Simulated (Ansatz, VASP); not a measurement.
Two plane-wave programs on TePt2

File INCAR:

```
  PREC = Accurate
  ENCUT = 600
  EDIFF = 1E-6
  ISMEAR = 0
  SIGMA = 0.1
  LREAL = F
  LASPH = T
  NELM = 60
  ALGO = Normal
  ISIF = 3
  LWAVE = F
  LCHARG = F
  GGA = PE
  IBRION = 2
  NSW = 90
  EDIFFG = -0.04
```

The input KPOINTS:

```
regular mesh
0
Gamma
  6 6 6
```

POSCAR

```
TePt2
1.0
    4.8809980541      0.0000000000      0.0000000000
   -2.4404990271      4.2270683108      0.0000000000
    0.0000000000      0.0000000000      3.1028043398
Te Pt
1 2
Direct
    0.0000000000      0.0000000000      0.0000000000
    0.3333333333      0.6666666667      0.5000000000
    0.6666666667      0.3333333333      0.5000000000
```

Input for Ansatz:

```yaml
crystal:
  lattice:
    - [4.8809980541, 0.0, 0.0]
    - [-2.4404990271, 4.2270683108, 0.0]
    - [0.0, 0.0, 3.1028043398]
  atoms:
    - { symbol: Te, position: [0.0, 0.0, 0.0] }
    - { symbol: Pt, position: [0.3333333333, 0.6666666667, 0.5] }
    - { symbol: Pt, position: [0.6666666667, 0.3333333333, 0.5] }
basis:
  ecutwfc: 420
kpoints:
  mp_grid: { grid: [6, 6, 6] }
hamiltonian:
  xc: pbe
scf:
  occupations: { method: gaussian, width: 0.1 }
  lower_state_search: "off"
output:
  forces: true
  stress: true
  eigenvalues: true
relax:
  adjacent_minimum: "off"
  f_tol: 0.04
  max_steps: 70
  cell: { stress_tol: 0.4 }
```

Alike in both runs: task relaxation of cell and atoms; functional PBE; k mesh 6 × 6 × 6; occupations gaussian, width 0.1 eV; no spin polarisation.

|  | VASP | Ansatz |
| --- | --- | --- |
| version | VASP 6.6.1 | Ansatz 0.2.0 |
| potentials or method | VASP PAW PBE potentials, release 64 (Te, Pt), cutoff 600 eV | scalar-relativistic, plane waves, PAW |
| valence electrons in the cell | 26 | 52 |

```tsv
	VASP	Ansatz	Ansatz less VASP
gap on the k mesh at the Fermi level, each at its own relaxed structure (eV)	none	none	-
relaxed volume (Å³/atom)	18.79	18.87	+0.078
relaxed length of the cell vector where the two differ most in proportion (Å)	4.702	4.709	+0.0066
```

A gap of «none» marks a metal or a gap that the smearing closes. VASP's potentials hold 26 valence electrons a cell and Ansatz's 52, so a difference there can come from the potentials and not from the codes.

Neither program's run includes spin-orbit coupling.
